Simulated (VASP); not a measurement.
# Mg2SiN2 (P-3m1) in VASP: further runs, part 3 of 3

VASP 6.6.1. Earlier steps stand in the parts before.

### Step 5. Single point, PBE, collinear spin, ferromagnetic start

This run uses another cell than the first one, of 14.65 Å³/atom.

INCAR

```
SYSTEM = Mg2SiN2
PREC = Accurate
ENCUT = 520
EDIFF = 1E-6
ISMEAR = 0
SIGMA = 0.1
LREAL = .False.
LASPH = .True.
NELM = 150
ALGO = Normal
ISIF = 2
LWAVE = .False.
LCHARG = .True.
ISPIN = 2
MAGMOM = 0 0 0 1 1
LORBIT = 11
GGA = PE
LELF = .True.
LVHAR = .True.
NBANDS = 21
```

KPOINTS

```
Automatic mesh
0
Gamma
  6 6 2
  0 0 0
```

POSCAR

```
Mg2SiN2
1.0
    3.1479692000      0.0000000000      0.0000000000
   -1.5739846000      2.7262212900      0.0000000000
    0.0000000000      0.0000000000      8.5349976500
Mg Si N
2 1 2
Direct
    0.6666666700      0.3333333300      0.2917240000
    0.3333333300      0.6666666700      0.7082760000
    0.0000000000      0.0000000000      0.0000000000
    0.6666666700      0.3333333300      0.8726159900
    0.3333333300      0.6666666700      0.1273840100
```

Potentials or basis: VASP PAW PBE potentials, release 64 (Mg, Si, N).

The run is started by

```console
$ cat potpaw_PBE.64/Mg/POTCAR potpaw_PBE.64/Si/POTCAR potpaw_PBE.64/N/POTCAR > POTCAR
$ mpirun -np 1 vasp_std > vasp.out
```

OUTCAR:

```text
SYSTEM = Mg2SiN2
   PREC = Accurate
   ENCUT = 520
   EDIFF = 1E-6
   ISMEAR = 0
   LREAL = .False.
   LASPH = .True.
   NELM = 150
   ISIF = 2
   ISPIN = 2
   LORBIT = 11
   GGA = PE

 ion  position               nearest neighbor table
   1  0.667  0.333  0.292-   5 2.30   5 2.30   5 2.30   3 3.08   3 3.08   3 3.08
   2  0.333  0.667  0.708-   4 2.30   4 2.30   4 2.30   3 3.08   3 3.08   3 3.08
   3  0.000  0.000  0.000-   4 2.12   5 2.12   5 2.12   4 2.12   4 2.12   5 2.12   1 3.08   2 3.08
                             2 3.08   1 3.08   2 3.08   1 3.08
   4  0.667  0.333  0.873-   3 2.12   3 2.12   3 2.12   2 2.30   2 2.30   2 2.30
   5  0.333  0.667  0.127-   3 2.12   3 2.12   3 2.12   1 2.30   1 2.30   1 2.30

  LATTYP: Found a hexagonal cell.
 ALAT       =     3.1479692000
 C/A-ratio  =     2.7112710156

  Lattice vectors:

 A1 = (   3.1479692000,   0.0000000000,   0.0000000000)
 A2 = (  -1.5739846000,   2.7262212900,   0.0000000000)
 A3 = (   0.0000000000,   0.0000000000,   8.5349976500)

Analysis of symmetry for initial positions (statically):
=====================================================================
 Subroutine PRICEL returns:
 Original cell was already a primitive cell.

 Routine SETGRP: Setting up the symmetry group for a
 hexagonal supercell.

 Subroutine GETGRP returns: Found 12 space group operations
 (whereof 12 operations were pure point group operations)
 out of a pool of 24 trial point group operations.

The static configuration has the point symmetry D_3d.

Analysis of symmetry for dynamics (positions and initial velocities):
=====================================================================
 Subroutine PRICEL returns:
 Original cell was already a primitive cell.

 Routine SETGRP: Setting up the symmetry group for a
 hexagonal supercell.

 Subroutine GETGRP returns: Found 12 space group operations
 (whereof 12 operations were pure point group operations)
 out of a pool of 24 trial point group operations.

[... 164 lines left out ...]
 fundamental gap:      0.3025580657
 Fermi energy:         5.1162868201

 spin component 1

 k-point     1 :       0.0000    0.0000    0.0000
  band No.  band energies     occupation
      1     -12.8418      1.00000
      2     -10.3922      1.00000
      3      -2.6435      1.00000
      4       0.6696      1.00000
      5       1.5820      1.00000
      6       1.9928      1.00000
[... 325 lines left out ...]
     20      13.9305      0.00000
     21      14.2253      0.00000
 Fermi energy:         5.1162868201

 spin component 2

 k-point     1 :       0.0000    0.0000    0.0000
  band No.  band energies     occupation
      1     -12.8417      1.00000
      2     -10.3922      1.00000
      3      -2.6433      1.00000
      4       0.6698      1.00000
      5       1.5820      1.00000
      6       1.9928      1.00000
[... 325 lines left out ...]
     20      13.9309      0.00000
     21      14.2255      0.00000

------------------------ aborting loop because EDIFF is reached ----------------------------------------

  FORCE on cell =-STRESS in cart. coord.  units (eV):
  Direction    XX          YY          ZZ          XY          YZ          ZX
  --------------------------------------------------------------------------------------
  -------------------------------------------------------------------------------------
  Total       -8.8801040     -8.8801040     -6.0303460      0.0000000     -0.0000000      0.0000000
  in kB     -194.2377556   -194.2377546   -131.9039584      0.0000000     -0.0000000      0.0000000
  external PRESSURE =    -173.4598229 kB  Pullay stress =       0.0000000 kB

 VOLUME and BASIS-vectors are now :
 -----------------------------------------------------------------------------
  energy-cutoff  :      520.00
  volume of cell :       73.25
      direct lattice vectors                 reciprocal lattice vectors
     3.147969200  0.000000000  0.000000000     0.317665116  0.183404041  0.000000000
    -1.573984600  2.726221290  0.000000000     0.000000000  0.366808081  0.000000000
     0.000000000  0.000000000  8.534997650     0.000000000  0.000000000  0.117164649

 POSITION                                       TOTAL-FORCE (eV/Angst)
 -----------------------------------------------------------------------------------
      1.57398      0.90874      2.48986         0.000000      0.000000      0.502838
     -0.00000      1.81748      6.04513         0.000000      0.000000     -0.502838
      0.00000      0.00000      0.00000         0.000000      0.000000      0.000000
      1.57398      0.90874      7.44778         0.000000     -0.000000      0.851923
     -0.00000      1.81748      1.08722        -0.000000      0.000000     -0.851923
 -----------------------------------------------------------------------------------
    total drift:                               -0.000000      0.000000      0.000000

  FREE ENERGIE OF THE ION-ELECTRON SYSTEM (eV)
  ---------------------------------------------------
  free  energy   TOTEN  =       -26.2649390252 eV

  energy  without entropy=      -26.2568885025  energy(sigma->0) =      -26.26091376

 total charge

# of ion       s       p       d       tot
------------------------------------------
    1        0.176   0.116   0.030   0.323
    2        0.176   0.116   0.030   0.323
    3        0.662   0.664   0.000   1.326
    4        1.252   2.395   0.000   3.647
    5        1.252   2.395   0.000   3.647
--------------------------------------------------
tot          3.518   5.688   0.060   9.266

 magnetization (x)

# of ion       s       p       d       tot
------------------------------------------
    1        0.000   0.000   0.000   0.000
    2        0.000   0.000   0.000   0.000
    3        0.000   0.000   0.000   0.000
    4        0.000  -0.000   0.000  -0.000
    5        0.000  -0.000   0.000  -0.000
--------------------------------------------------
tot          0.000  -0.000   0.000   0.000
```

Wall time 73 s (1 thread of Intel Xeon 8259CL, shared host); peak memory 0.22 GiB.

What came out:

```yaml
Free_energy: -26.2649 eV
Pressure: -17.3 GPa
Largest_force: 0.852 eV/Å
Band_gap_on_the_k_mesh: zero (filled and empty bands overlap)
Net_moment: 0.00 μB per cell
Valence_electrons_inside_the_program's_atomic_spheres: Mg 0.32; Si 1.33; N 3.65
```

Forces on the atoms (eV/Å):
```
Mg   0.000  0.000  0.503
Mg   0.000  0.000 -0.503
Si   0.000  0.000  0.000
N    0.000  0.000  0.852
N    0.000  0.000 -0.852
```

Caveat: the k points lie up to 0.38 Å⁻¹ apart, too coarse for converged energies and pressures of a metal.

### Step 6. Single point, PBE, collinear spin, ferromagnetic start

INCAR

```
SYSTEM = Mg2SiN2
PREC     = Accurate       ! precision mode
ENCUT    = 520            ! plane-wave cutoff, eV
EDIFF    = 1E-6           ! SCF threshold, eV
ISMEAR   = 0              ! smearing method
SIGMA    = 0.1            ! smearing width, eV
LREAL    = .False.        ! projectors in reciprocal space
LASPH    = .True.         ! aspherical terms in the spheres
NELM     = 150            ! most SCF steps
ALGO     = Normal         ! electronic algorithm
ISIF     = 2              ! what is computed and relaxed
LWAVE    = .False.        ! write WAVECAR
LCHARG   = .False.        ! write CHGCAR
ISPIN    = 2              ! spin polarisation
MAGMOM   = 0 0 0 1 1      ! initial moments
LORBIT   = 11             ! projections on sites
GGA      = PE             ! functional
NBANDS   = 21             ! bands
```

KPOINTS

```
regular mesh
0
Gamma
  6 6 4
  0 0 0
```

POSCAR

```
Mg2SiN2
1.0
    2.8970496407      0.0000000000      0.0000000000
   -1.4485248204      2.5089185849      0.0000000000
    0.0000000000      0.0000000000      7.4754156591
Mg Si N
2 1 2
Direct
    0.6666666667      0.3333333333      0.3307155075
    0.3333333333      0.6666666667      0.6692844925
    0.0000000000      0.0000000000      0.0000000000
    0.6666666667      0.3333333333      0.8638027943
    0.3333333333      0.6666666667      0.1361972057
```

Potentials or basis: VASP PAW PBE potentials, release 64 (Mg, Si, N).

The run is started by

```console
$ cat potpaw_PBE.64/Mg/POTCAR potpaw_PBE.64/Si/POTCAR potpaw_PBE.64/N/POTCAR > POTCAR
$ mpirun -np 1 vasp_std > vasp.out
```

It took 86 s on 1 thread of Intel Xeon 8259CL, shared host; peak memory 0.22 GiB.

The run converged. Its results:

```yaml
Free_energy: -27.9436 eV
Pressure: -0.5 GPa
Largest_force: 0.019 eV/Å
Band_gap_on_the_k_mesh: zero (filled and empty bands overlap)
Net_moment: 0.00 μB per cell
Valence_electrons_inside_the_program's_atomic_spheres: Mg 0.40; Si 1.42; N 3.80
```

Forces on the atoms (eV/Å):
```
Mg   0.000  0.000  0.019
Mg   0.000  0.000 -0.019
Si   0.000  0.000  0.000
N    0.000  0.000 -0.002
N    0.000  0.000  0.002
```

Stress tensor (GPa, compression positive):
```
-0.51  0.00  0.00
 0.00 -0.51  0.00
 0.00  0.00 -0.40
```

Levels at points of the mesh, in eV from the Fermi level:
Spin up:
```csv
k point,band 6,band 7,band 8,band 9,band 10,band 11,band 12,band 13
"(0.00, 0.00, 0.00)",-3.43,-3.43,-2.76,-2.76,2.02,2.97,3.52,7.06
"(0.50, 0.00, 0.00)",-5.43,-4.48,-3.33,-0.78,0.04,2.06,2.73,4.22
"(0.00, 0.00, 0.50)",-3.43,-2.76,-2.76,-2.49,0.38,3.50,4.06,7.06
"(0.50, 0.00, 0.50)",-5.28,-4.43,-3.33,-1.07,-0.21,1.75,3.31,4.73
```
Spin down:
```tsv
k point	band 5	band 6	band 7	band 8	band 9	band 10	band 11	band 12	band 13	band 14
(0.00, 0.00, 0.00)	-4.89	-3.43	-3.43	-2.76	-2.76	2.02	2.97	3.52	7.06	7.06
(0.50, 0.00, 0.00)	-5.59	-5.43	-4.48	-3.33	-0.78	0.04	2.06	2.73	4.22	5.75
(0.00, 0.00, 0.50)	-3.43	-3.43	-2.76	-2.76	-2.49	0.38	3.50	4.06	7.06	7.06
(0.50, 0.00, 0.50)	-5.59	-5.28	-4.43	-3.33	-1.07	-0.21	1.75	3.31	4.73	6.11
```

Caveat: the k points lie up to 0.42 Å⁻¹ apart, too coarse for converged energies and pressures of a metal.

### Step 7. Overview

| task | spin | cell | k mesh | cutoff (eV) | gap on the mesh (eV) | pressure (GPa) | moment (μB) | relaxed volume (Å³/atom) | largest force (eV/Å) |
| --- | --- | --- | --- | --- | --- | --- | --- | --- | --- |
| single point | off | a = 2.897, b = 2.897, c = 7.475 Å, angles 90.0, 90.0, 120.0°, 5 atoms, atomic positions A | 6 × 6 × 4 | 520 | none | -0.5 | - | - | 0.02 |
| relaxation of cell and atoms | off | relaxed from a = 3.148, b = 3.148, c = 8.535 Å, angles 90.0, 90.0, 120.0°, 5 atoms, atomic positions B | 6 × 6 × 2 | 600 | none | 0.1 | - | 10.82 | 0.02 |
| relaxation of cell and atoms | off | relaxed from a = 2.897, b = 2.897, c = 7.475 Å, angles 90.0, 90.0, 120.0°, 5 atoms, atomic positions A | 6 × 6 × 4 | 600 | none | 0.3 | - | 10.81 | 0.03 |
| single point | collinear, ferromagnetic start | a = 3.148, b = 3.148, c = 8.535 Å, angles 90.0, 90.0, 120.0°, 5 atoms, atomic positions B | 6 × 6 × 2 | 520 | none | -17.3 | 0.00 | - | 0.85 |
| single point | collinear, ferromagnetic start | a = 2.897, b = 2.897, c = 7.475 Å, angles 90.0, 90.0, 120.0°, 5 atoms, atomic positions A | 6 × 6 × 4 | 520 | none | -0.5 | 0.00 | - | 0.02 |

Alike in all rows: level PBE; potentials or basis VASP PAW PBE potentials, release 64 (Mg, Si, N); smearing gaussian 0.1 eV.

Caveats: all runs use coarse meshes; the volume moved by over 15 % at a fixed basis, so the end points are rough (at least some runs).

Total energies depend on the potentials used, so only differences within one code and one set of settings carry meaning.
